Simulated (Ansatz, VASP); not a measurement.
SnO2: VASP beside Ansatz

```
CELL_PARAMETERS angstrom
4.72013 0.00000 0.00000
0.00000 4.72063 0.00000
0.00000 0.00000 3.18882
ATOMIC_POSITIONS crystal
Sn 0.50000 0.50000 0.50000
Sn 0.00000 0.00000 0.00000
O 0.30599 0.25427 0.00000
O 0.80599 0.24573 0.50000
O 0.19401 0.75427 0.50000
O 0.69401 0.74573 0.00000
```

Alike in both runs: task single point; functional LDA; k mesh 6 × 6 × 8; occupations gaussian, width 0.05 eV; no spin polarisation.

```csv
,VASP,Ansatz
version,VASP 6.6.1,Ansatz 0.2.0
potentials or method,"VASP PAW LDA potentials, release 64 (Sn_d, O), cutoff 520 eV","scalar-relativistic, plane waves, PAW"
valence electrons in the cell,52,52
```

Ansatz gave:

* gap on the k mesh at the Fermi level (eV): 1.20
* least direct gap on the mesh (eV): 1.29
* pressure (GPa): 3.2
* traceless stress, the component that is largest in VASP (GPa): 9.79
* rms of the force components (eV/Å): 1.725

Problem. Which values does VASP return?

Solution. gap on the k mesh at the Fermi level (eV): 1.22; least direct gap on the mesh (eV): 1.29; pressure (GPa): 4.5; traceless stress, the component that is largest in VASP (GPa): 10.22; rms of the force components (eV/Å): 1.773.

Ansatz warns that its potentials were made for another functional, while VASP's fit it. LDA's correlation is that of Perdew and Zunger in VASP and of Perdew and Wang (1992) in Ansatz. Atom by atom the forces differ by 0.048 eV/Å (rms over components).
